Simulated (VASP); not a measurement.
# Be16H (a cell with a defect) in VASP: notebook

Runs on Be16H (a cell with a defect). Level: PBEsol. Tasks: single point.

Everything below comes from runs of VASP 6.6.1. Logs are shortened: lines on timing, memory, paths and dates and some standing lists are left out, and cuts for length are marked.

## 1. The cell of the first run

The cell holds a defect, 17 atoms: a = 4.580 Å, b = 3.966 Å, c = 7.177 Å, α = 90.00°, β = 90.00°, γ = 90.00°.

## 2. Single point, PBEsol

File INCAR:

```
SYSTEM = Be16H
PREC = Accurate
ENCUT = 520
EDIFF = 1E-6
ISMEAR = 0
SIGMA = 0.15
LREAL = Auto
LASPH = .True.
NELM = 100
ALGO = Normal
ISIF = 2
LWAVE = .False.
LCHARG = .False.
GGA = PS
NBANDS = 30
```

File KPOINTS:

```
regular mesh
0
Gamma
  5 5 3
  0 0 0
```

File POSCAR:

```
Be16H
1.0
   -2.2900000000     -3.9663960000      0.0000000000
    3.4350000000     -1.9831980000      0.0000000000
    0.0000000000      0.0000000000      7.1768600000
Be H
16 1
Direct
    0.7340835412      0.4912393914      0.0000504399
    0.5002714833      0.3356266948      0.2514828212
    0.7500025667      0.4981685234      0.5000496039
    0.5002635995      0.3356485132      0.7486083050
    0.5003072017     -0.0018074260      0.0000430550
    0.2530767299      0.8358648359      0.2546238884
    0.5002398876      0.0042504636      0.5000441697
    0.2530610992      0.8358870210      0.7454584595
    0.2664752382      0.4909372039      0.0000475138
    0.0002408632      0.3260726570      0.2556280880
    0.2504940067      0.4981593233      0.5000465385
    0.0002331607      0.3260966340      0.7444573253
    0.0001312221      0.0184825323      0.0000424977
    0.7474098368      0.8358770091      0.2546330847
    0.0002508135     -0.0047422524      0.5000484892
    0.7474004090      0.8359059495      0.7454527467
    0.0004298576      0.6625974888      1.0000799793
```

Potentials or basis: VASP PAW PBE potentials, release 64 (Be, H).

Command:

```
$ cat potpaw_PBE.64/Be/POTCAR potpaw_PBE.64/H/POTCAR > POTCAR
$ mpirun -np 1 vasp_std > vasp.out
```

OUTCAR:

```text
SYSTEM = Be16H
   PREC = Accurate
   ENCUT = 520
   EDIFF = 1E-6
   ISMEAR = 0
   LREAL = Auto
   LASPH = .True.
   NELM = 100
   ISIF = 2
   GGA = PS

 ion  position               nearest neighbor table
   1  0.734  0.491  0.000-  17 1.40   9 2.14   2 2.19   4 2.19   5 2.23  13 2.24   5 2.28  14 2.28
                            16 2.28  10 2.30  12 2.30
   2  0.500  0.336  0.251-   9 2.19   1 2.19   3 2.22  11 2.22   7 2.22   5 2.25  14 2.28   6 2.28
                            14 2.28   6 2.28  10 2.29  10 2.29
   3  0.750  0.498  0.500-  12 2.20  10 2.20  16 2.21  14 2.21   4 2.21   2 2.22   7 2.27  15 2.28
                            11 2.29  11 2.29  15 2.30   7 2.31
   4  0.500  0.336  0.749-   9 2.19   1 2.19   3 2.21  11 2.22   7 2.22   5 2.25  16 2.28   8 2.28
                            16 2.28   8 2.28  12 2.29  12 2.29
   5  0.500  0.998  0.000-   9 2.23   1 2.23  16 2.24  14 2.24   6 2.24   8 2.24   2 2.25   4 2.25
                             1 2.28   9 2.28  13 2.29  13 2.29
   6  0.253  0.836  0.255-   7 2.20  15 2.20  11 2.21   5 2.24  10 2.26  14 2.26  13 2.28   2 2.28
                             9 2.28   2 2.28  14 2.32  10 2.33
   7  0.500  0.004  0.500-  16 2.20  14 2.20   8 2.20   6 2.20   2 2.22   4 2.22  11 2.27   3 2.27
                            15 2.29  15 2.29  11 2.31   3 2.31
   8  0.253  0.836  0.745-   7 2.20  15 2.20  11 2.21   5 2.24  12 2.26  16 2.26  13 2.28   4 2.28
                             9 2.28   4 2.28  16 2.32  12 2.33
   9  0.266  0.491  0.000-  17 1.40   1 2.14   4 2.19   2 2.19   5 2.23  13 2.24   5 2.28   6 2.28
                             8 2.28  10 2.30  12 2.30
  10  0.000  0.326  0.256-  15 2.19  13 2.20   3 2.20  11 2.20  14 2.26   6 2.26   2 2.29   2 2.29
                             9 2.30   1 2.30   6 2.33  14 2.33
  11  0.250  0.498  0.500-  12 2.20  10 2.20   8 2.21   6 2.21   4 2.22   2 2.22   7 2.27  15 2.28
                             3 2.29   3 2.29  15 2.30   7 2.31
  12  0.000  0.326  0.744-  15 2.19  13 2.20   3 2.20  11 2.20  16 2.26   8 2.26   4 2.29   4 2.29
                             9 2.30   1 2.30   8 2.33  16 2.33
  13  0.000  0.018  0.000-  17 1.41  10 2.20  12 2.20   9 2.24   1 2.24  16 2.28  14 2.28   8 2.28
                             6 2.28   5 2.29   5 2.29
  14  0.747  0.836  0.255-   7 2.20  15 2.20   3 2.21   5 2.24  10 2.26   6 2.26  13 2.28   1 2.28
                             2 2.28   2 2.28   6 2.32  10 2.33
  15  0.000  0.995  0.500-  12 2.19  10 2.19   8 2.20  16 2.20  14 2.20   6 2.20   3 2.28  11 2.28
                             7 2.29   7 2.29  11 2.30   3 2.30
  16  0.747  0.836  0.745-   7 2.20  15 2.20   3 2.21   5 2.24  12 2.26   8 2.26  13 2.28   4 2.28
                             1 2.28   4 2.28   8 2.32  12 2.33
  17  0.000  0.663  0.000-   9 1.40   1 1.40  13 1.41

  LATTYP: Found a simple orthorhombic cell.
 ALAT       =     3.9663962620
 B/A-ratio  =     1.1547004875
 C/A-ratio  =     1.8094157835

  Lattice vectors:

 A1 = (  -3.4350000000,   1.9831980000,   0.0000000000)
 A2 = (  -2.2900000000,  -3.9663960000,   0.0000000000)
 A3 = (   0.0000000000,   0.0000000000,   7.1768600000)

Analysis of symmetry for initial positions (statically):
=====================================================================
 Subroutine PRICEL returns:
 Original cell was already a primitive cell.

 Routine SETGRP: Setting up the symmetry group for a
 simple orthorhombic supercell.

 Subroutine GETGRP returns: Found  1 space group operations
 (whereof  1 operations were pure point group operations)
 out of a pool of  8 trial point group operations.

The static configuration has the point symmetry C_1 .

Analysis of symmetry for dynamics (positions and initial velocities):
=====================================================================
 Subroutine PRICEL returns:
 Original cell was already a primitive cell.

 Routine SETGRP: Setting up the symmetry group for a
 simple orthorhombic supercell.

 Subroutine GETGRP returns: Found  1 space group operations
 (whereof  1 operations were pure point group operations)
 out of a pool of  8 trial point group operations.

The dynamic configuration has the point symmetry C_1 .

 Subroutine INISYM returns: Found  1 space group operations
 (whereof  1 operations are pure point group operations),
 and found     1 'primitive' translations

----------------------------------------------------------------------------------------

[... 54 lines left out ...]

Automatic generation of k-mesh.
 Grid dimensions read from file:
 generate k-points for:    5    5    3

 Generating k-lattice:

  Cartesian coordinates                     Fractional coordinates (reciprocal lattice)
    -0.021834061 -0.037817707  0.000000000     0.200000000  0.000000000  0.000000000
     0.043668122 -0.025211804  0.000000000     0.000000000  0.200000000  0.000000000
     0.000000000  0.000000000  0.046445567     0.000000000  0.000000000  0.333333333

  Length of vectors
     0.043668125  0.050423605  0.046445567

  Shift w.r.t. Gamma in fractional coordinates (k-lattice)
     0.000000000  0.000000000  0.000000000

 Subroutine IBZKPT returns following result:
 ===========================================

 Found     38 irreducible k-points:

 Following reciprocal coordinates:
            Coordinates               Weight
  0.000000  0.000000  0.000000      1.000000
  0.200000  0.000000  0.000000      2.000000
  0.400000  0.000000  0.000000      2.000000
  0.000000  0.200000  0.000000      2.000000
  0.200000  0.200000  0.000000      2.000000
 -0.200000  0.200000  0.000000      2.000000
[... 16 lines left out ...]
  0.200000 -0.200000 -0.333333      2.000000
 -0.200000 -0.200000  0.333333      2.000000
 [... further k-points ...]
   k-points           NKPTS =     38   k-points in BZ     NKDIM =     38   number of bands    NBANDS=     30
   number of dos      NEDOS =    301   number of ions     NIONS =     17
   total plane-waves  NPLWV =  58320
   dimension x,y,z NGX =    36 NGY =   30 NGZ =   54
   dimension x,y,z NGXF=    72 NGYF=   60 NGZF=  108
   ions per type =              16   1
   NGX,Y,Z   is equivalent  to a cutoff of  13.07, 12.57, 12.51 a.u.
   NGXF,Y,Z  is equivalent  to a cutoff of  26.13, 25.15, 25.02 a.u.
 SYSTEM =  Be16H
   PREC   = accura    normal or accurate (medium, high low for compatibility)
   ISTART =      0    job   : 0-new  1-cont  2-samecut
   ICHARG =      2    charge: 1-file 2-atom 10-const
   ISPIN  =      1    spin polarized calculation?
   LNONCOLLINEAR =      F non collinear calculations
   LSORBIT =      F    spin-orbit coupling
   LASPH  =      T    aspherical Exc in radial PAW
   ENCUT  =  520.0 eV  38.22 Ry    6.18 a.u.   8.52  7.37 13.34*2*pi/ulx,y,z
   NELM   =    100;   NELMIN=  2; NELMDL= -5     # of ELM steps
   EDIFF  = 0.1E-05   stopping-criterion for ELM
   LREAL  =      T    real-space projection
   EDIFFG = 0.1E-04   stopping-criterion for IOM
   NSW    =      0    number of steps for IOM
   IBRION =     -1    ionic relax: 0-MD 1-quasi-New 2-CG
   NFREE  =      0    steps in history (QN), initial steepest desc. (CG)
   ISIF   =      2    stress and relaxation
   ISYM   =      2    0-nonsym 1-usesym 2-fastsym
   POTIM  = 0.5000    time-step for ionic-motion
   TEBEG  =    0.0;   TEEND  =   0.0 temperature during run
   PSTRESS=    0.0 pullay stress
   NELECT =      33.0000    total number of electrons
   NUPDOWN=      -1.0000    fix difference up-down
   EMIN   =  10.00;   EMAX   =-10.00  energy-range for DOS
   EFERMI =   0.00;   METHOD = LEGACY
   ISMEAR =     0;   SIGMA  =   0.15  broadening in eV -4-tet -1-fermi 0-gaus
   EFERMI_NEDOS =   21; number of points for ismear=-14 and -15
   IALGO  =     38    algorithm
   IMIX   =      4    mixing-type and parameters
     AMIX     =   0.40;   BMIX     =  1.00
     AMIX_MAG =   1.60;   BMIX_MAG =  1.00
  volume/ion in A,a.u.               =       7.67        51.75
  Fermi-wavevector in a.u.,A,eV,Ry     =   1.035573  1.956950 14.591049  1.072412
  Thomas-Fermi vector in A             =   2.169923
   LORBIT       =      0    0 simple, 1 ext, 2 COOP (PROOUT), +10 PAW based schemes
   GGA     = PS    functional components
   LHFCALC =     F    Hartree Fock is set to
   AEXX    =    0.0000 exact exchange contribution
   IVDW    =     0    specifies the selected vdW correction
   LEPSILON=     F    determine dielectric tensor
   LRPA    =     F    only Hartree local field effects (RPA)
 non-spin polarized calculation
 Gauss-broadening in eV      SIGMA  =   0.15
  energy-cutoff  :      520.00
  volume of cell :      130.38
 maximum number of plane-waves:      3529
 NGX is ok and might be reduce to    36
   NGX = 17   NGY = 15   NGZ = 27

 number of electron      33.0000000 magnetization

 Free energy of the ion-electron system (eV)
  ---------------------------------------------------
  ext. energy  EPLUGINS =         0.00000000
  ---------------------------------------------------
  free energy    TOTEN  =       -64.99544784 eV

  energy without entropy =      -64.96589327  energy(sigma->0) =      -64.98067056

 E-fermi :   7.1402     XC(G=0): -10.5859

 val. band max:        7.1356871386   @ k =   0.4000  -0.2000  -0.3333
 cond. band min:       7.1536323096   @ k =   0.2000   0.4000   0.0000
 fundamental gap:      0.0179451711
 Fermi energy:         7.1402437431

 k-point     1 :       0.0000    0.0000    0.0000
  band No.  band energies     occupation
      1      -5.0088      2.00000
      2      -2.9082      2.00000
      3      -2.1996      2.00000
      4      -0.3181      2.00000
      5       0.9455      2.00000
      6       1.4873      2.00000
[... 733 lines left out ...]
     27      12.0266      0.00000
     28      12.3988      0.00000

 [... further k-points ...]

 [bands above 28 left out]

------------------------ aborting loop because EDIFF is reached ----------------------------------------

  FORCE on cell =-STRESS in cart. coord.  units (eV):
  Direction    XX          YY          ZZ          XY          YZ          ZX
  --------------------------------------------------------------------------------------
  -------------------------------------------------------------------------------------
  Total       -0.0321410      0.7066991      0.9476145      0.6510903      0.0000787     -0.0003764
  in kB       -0.3949790      8.6845849     11.6451817      8.0012118      0.0009672     -0.0046250
  external PRESSURE =       6.6449292 kB  Pullay stress =       0.0000000 kB

 VOLUME and BASIS-vectors are now :
 -----------------------------------------------------------------------------
  energy-cutoff  :      520.00
  volume of cell :      130.38
      direct lattice vectors                 reciprocal lattice vectors
    -2.290000000 -3.966396000  0.000000000    -0.109170306 -0.189088533  0.000000000
     3.435000000 -1.983198000  0.000000000     0.218340611 -0.126059022  0.000000000
     0.000000000  0.000000000  7.176860000     0.000000000  0.000000000  0.139336702

 POSITION                                       TOTAL-FORCE (eV/Angst)
 -----------------------------------------------------------------------------------
      0.00636     -3.88589      0.00036         0.002931      0.041308     -0.000594
      0.00726     -2.64989      1.80486        -0.005060      0.003001     -0.004148
     -0.00630     -3.96277      3.58879         0.002187      0.003433     -0.000315
      0.00735     -2.64990      5.37266        -0.005270      0.003025      0.004194
      2.28309     -3.96403      0.00031         0.007808     -0.004084     -0.000011
      2.29165     -2.66149      1.82740        -0.003944     -0.004475     -0.006309
[... 9 lines left out ...]
      1.15979     -4.62225      5.35001         0.001371      0.006081      0.006626
      2.27504     -1.31577      0.00057        -0.016879      0.010227      0.000601
 -----------------------------------------------------------------------------------
    total drift:                                0.001381      0.000354     -0.000083

  FREE ENERGIE OF THE ION-ELECTRON SYSTEM (eV)
  ---------------------------------------------------
  free  energy   TOTEN  =       -64.9954478430 eV

  energy  without entropy=      -64.9658932687  energy(sigma->0) =      -64.98067056
```

It took 3.3 min on 1 thread of AMD EPYC 7R43 (Zen 3), shared host; peak memory 0.24 GiB.

What came out:

```
Free energy   : -64.9954 eV
Pressure      : 0.7 GPa
Largest force : 0.042 eV/Å
```

Forces on the atoms (eV/Å):
```
Be   0.003  0.041 -0.001
Be  -0.005  0.003 -0.004
Be   0.002  0.003  0.000
Be  -0.005  0.003  0.004
Be   0.008 -0.004  0.000
Be  -0.004 -0.004 -0.006
Be  -0.002  0.001  0.000
Be  -0.005 -0.005  0.007
Be  -0.034 -0.023  0.000
Be   0.011 -0.007 -0.006
Be  -0.002 -0.004  0.000
Be   0.011 -0.007  0.006
Be   0.030 -0.018  0.000
Be   0.002  0.006 -0.006
Be   0.005 -0.003  0.000
Be   0.001  0.006  0.007
H   -0.017  0.010  0.001
```

Caveat: the PAW data sets were made with another functional, which shifts forces and pressure a little.

## 3. Single point, PBEsol

File INCAR:

```
SYSTEM = Be16H
PREC = Accurate
ENCUT = 520
EDIFF = 1E-6
ISMEAR = 0
SIGMA = 0.15
LREAL = Auto
LASPH = .TRUE.
NELM = 100
ALGO = Normal
ISIF = 2
LWAVE = .FALSE.
LCHARG = .FALSE.
GGA = PS
NBANDS = 30
```

File KPOINTS:

```
Automatic mesh
0
G
  5 5 3
  0 0 0
```

File POSCAR:

```
Be16H
1.0
   -2.2900000000     -3.9663960000      0.0000000000
    3.4350000000     -1.9831980000      0.0000000000
    0.0000000000      0.0000000000      7.1768600000
Be H
16 1
Direct
    0.7355468136      0.4994635235      0.0000462598
    0.5008844460      0.3353421780      0.2513749746
    0.7496011735      0.4983536207      0.5000482105
    0.5008843875      0.3353433035      0.7487214464
    0.5027829485     -0.0021612949      0.0000473745
    0.2520612048      0.8352259560      0.2543258472
    0.4994573421      0.0041051858      0.5000483498
    0.2520600253      0.8352298277      0.7457687624
    0.2673091086      0.4811225207      0.0000431944
   -0.0007063876      0.3263747809      0.2556219572
    0.2503451910      0.4980187736      0.5000484892
   -0.0007081129      0.3263797443      0.7444730704
   -0.0075754850      0.0194405064      0.0000447271
    0.7461996721      0.8363479619      0.2548117143
    0.0002030855     -0.0044940129      0.5000482105
    0.7461977734      0.8363487339      0.7452845673
    0.0098286794      0.6638240687      1.0000395716
```

Potentials or basis: VASP PAW PBE potentials, release 64 (Be, H).

Command:

```
$ cat potpaw_PBE.64/Be/POTCAR potpaw_PBE.64/H/POTCAR > POTCAR
$ mpirun -np 1 vasp_std > vasp.out
```

Run time: 1.8 min. Hardware: 1 thread of Intel Xeon 6975P-C (Granite Rapids), shared host; peak memory 0.27 GiB.

Results (log left out):

```
Free energy   : -64.9941 eV
Pressure      : 0.7 GPa
Largest force : 0.056 eV/Å
```

Forces in eV/Å, atoms in the order of the input:
```
Be  -0.014  0.054  0.000
Be   0.000  0.003  0.000
Be   0.000  0.000  0.000
Be   0.000  0.003  0.000
Be   0.012  0.013  0.000
Be   0.000  0.001 -0.008
Be  -0.001  0.000  0.000
Be   0.000  0.000  0.008
Be   0.008 -0.026  0.000
Be   0.004 -0.004 -0.003
Be   0.000  0.002  0.000
Be   0.004 -0.004  0.003
Be  -0.002 -0.035  0.000
Be  -0.003 -0.001 -0.001
Be   0.000  0.003  0.000
Be  -0.003 -0.001  0.001
H   -0.003 -0.006  0.000
```

Stress tensor (GPa, compression positive):
```
0.23 0.97 0.00
0.97 0.60 0.00
0.00 0.00 1.15
```

Levels at points of the mesh, in eV from the Fermi level:
| k point | band 13 | band 14 | band 15 | band 16 | band 17 | band 18 | band 19 | band 20 |
| --- | --- | --- | --- | --- | --- | --- | --- | --- |
| (0.00, 0.00, 0.00) | -3.84 | -3.45 | -0.60 | 0.29 | 0.57 | 0.94 | 1.14 | 1.23 |

Caveat: the PAW data sets were made with another functional, which shifts forces and pressure a little.
